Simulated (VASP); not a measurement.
Set up this calculation in VASP 6.6.1, as the native input.

| Item | Value |
| --- | --- |
| Task | single point |
| Functional | PBEsol |
| Potentials or basis | VASP PAW PBE potentials, release 64 (Cu) |
| Cutoff | 520 eV |
| k mesh | 6 × 6 × 6 |
| Occupations | gaussian, width 0.1 eV |
| Spin | no spin polarisation |
| Dipole correction | no |
| Further INCAR settings | ALGO = Fast; EDIFF = 1e-06; NBANDS = 12 |

The structure of Cu lies in POSCAR:

```
Cu
1.0
   -1.4427933200      1.4427933200      1.3760814500
    1.4427933200     -1.4427933200      1.3760814500
    1.4427933200      1.4427933200     -1.3760814500
Cu
1
Direct
    0.0000000000      0.0000000000      0.0000000000
```

One way to write it, as run:

INCAR

```
PREC     = Accurate       # precision mode
ENCUT    = 520            # plane-wave cutoff, eV
EDIFF    = 1E-6           # SCF threshold, eV
ISMEAR   = 0              # smearing method
SIGMA    = 0.1            # smearing width, eV
LREAL    = False          # projectors in reciprocal space
LASPH    = True           # aspherical terms in the spheres
NELM     = 100            # most SCF steps
ALGO     = Fast           # electronic algorithm
ISIF     = 2              # what is computed and relaxed
LWAVE    = False          # write WAVECAR
LCHARG   = False          # write CHGCAR
GGA      = PS             # functional
NBANDS   = 12             # bands
```

KPOINTS

```
regular mesh
0
Gamma
  6 6 6
```

Potentials or basis: VASP PAW PBE potentials, release 64 (Cu).

The run is started by

```sh
$ cat potpaw_PBE.64/Cu/POTCAR > POTCAR
$ mpirun -np 1 vasp_std > vasp.out
```

It gave:

```yaml
Pressure: 0.0 GPa
```

Caveat: the k points lie up to 0.53 Å⁻¹ apart; the PAW data sets were made with another functional, which shifts forces and pressure a little.

Run time: 5 s on 1 thread of Intel(R) Xeon(R) Platinum 8559C (Emerald Rapids), with other jobs on the host, peak memory 0.11 GiB.
